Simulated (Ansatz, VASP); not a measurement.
## KTaSe3: VASP beside Ansatz

```xyz
5
Lattice="5.2148 0.0000 0.0000 0.0000 5.2148 0.0000 0.0000 0.0000 5.2148" Properties=species:S:1:pos:R:3 pbc="T T T"
K     0.0000    0.0000    0.0000
Ta    2.6074    2.6074    2.6074
Se    0.0000    2.6074    2.6074
Se    2.6074    0.0000    2.6074
Se    2.6074    2.6074    0.0000
```

Alike in both runs: task single point; functional PBE; k mesh 8 × 8 × 8; occupations gaussian, width 0.1 eV; no spin polarisation.

|  | VASP | Ansatz |
| --- | --- | --- |
| version | VASP 6.6.1 | Ansatz 0.2.0 |
| potentials or method | VASP PAW PBE potentials, release 64 (K_sv, Ta_pv, Se), cutoff 520 eV | scalar-relativistic, plane waves, PAW |
| valence electrons in the cell | 38 | 70 |

Ansatz gave:

* gap on the k mesh at the Fermi level (eV): none
* pressure (GPa): -3.4

Question: Which values does VASP return?

Answer: gap on the k mesh at the Fermi level (eV): none; pressure (GPa): -3.3.

A gap of «none» marks a metal or a gap that the smearing closes. The functional is the same, so the differences come from potentials, cutoffs and numerics. VASP's potentials hold 38 valence electrons a cell and Ansatz's 70, so a difference there can come from the potentials and not from the codes.

Spin-orbit coupling is off throughout.
